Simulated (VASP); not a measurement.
## Ti3O4: single point with PBEsol

Ti3O4:

```xyz
7
Lattice="2.9128 -4.0304 0.0000 2.9128 4.0304 0.0000 0.0000 0.0000 2.9690" Properties=species:S:1:pos:R:3 pbc="T T T"
Ti    0.0000    0.0000    1.4845
Ti    1.4564   -2.0152    0.0000
Ti    1.4564    2.0152    0.0000
O     4.3731    0.0000    0.0000
O     2.9128    2.0636    1.4845
O     1.4525    0.0000    0.0000
O     2.9128   -2.0636    1.4845
```

This cell differs from its parent crystal: atoms displaced along a vibrational mode.

| Property | Result |
| --- | --- |
| Program | VASP 6.6.1 |
| Task | single point |
| Functional | PBEsol |
| Potentials or basis | VASP PAW PBE potentials, release 64 (Ti_sv, O) |
| Cutoff | 520 eV |
| k mesh | 8 × 8 × 14 |
| Occupations | gaussian, width 0.15 eV |
| Spin | no spin polarisation |

The pressure is 2.4 GPa, the largest force is 1.543 eV/Å and the band gap on the k mesh is zero (bands 30 and 31 overlap by 1.33 eV).

Forces on the atoms (eV/Å):
```
Ti   0.000  0.000  0.000
Ti   0.000  0.000  0.000
Ti   0.000  0.000  0.000
O    0.611  0.000  0.000
O    0.000 -1.543  0.000
O   -0.611  0.000  0.000
O    0.000  1.543  0.000
```

Stress tensor (GPa, compression positive):
```
-2.20  0.00  0.00
 0.00 10.50  0.00
 0.00  0.00 -1.02
```

Levels at points of the mesh, in eV from the Fermi level:
| k point | band 26 | band 27 | band 28 | band 29 | band 30 | band 31 | band 32 | band 33 | band 34 | band 35 |
| --- | --- | --- | --- | --- | --- | --- | --- | --- | --- | --- |
| (0.00, 0.00, 0.00) | -4.18 | -4.03 | -3.88 | -2.72 | -0.32 | -0.06 | 0.30 | 0.83 | 1.38 | 1.53 |
| (0.50, 0.00, 0.00) | -5.81 | -4.34 | -4.31 | -0.88 | -0.67 | 0.29 | 0.35 | 0.54 | 1.03 | 1.15 |
| (0.50, 0.50, 0.00) | -5.04 | -4.70 | -4.51 | -2.41 | -0.17 | 0.60 | 0.61 | 1.04 | 1.16 | 1.21 |
| (0.00, 0.00, 0.50) | -6.24 | -5.40 | -4.99 | 0.61 | 0.69 | 0.72 | 0.72 | 0.72 | 0.83 | 1.08 |
| (0.50, 0.00, 0.50) | -5.94 | -4.98 | -4.71 | -0.66 | -0.62 | 0.45 | 0.45 | 1.60 | 1.61 | 1.83 |
| (0.50, 0.50, 0.50) | -4.94 | -4.92 | -4.83 | -2.18 | -2.09 | 1.15 | 1.57 | 1.58 | 1.86 | 2.04 |

Wall time 11 min on 1 thread of Intel Xeon 8259CL, with other jobs on the host, peak memory 0.44 GiB.

Caveat: the cell differs from its parent crystal (atoms displaced along a vibrational mode); the stress differs along the axes, from -2 to 11 GPa; the PAW data sets were made with another functional, which shifts forces and pressure a little; semilocal functionals often make such compounds metallic where correlation or magnetic order opens a gap, which also shifts bond lengths.
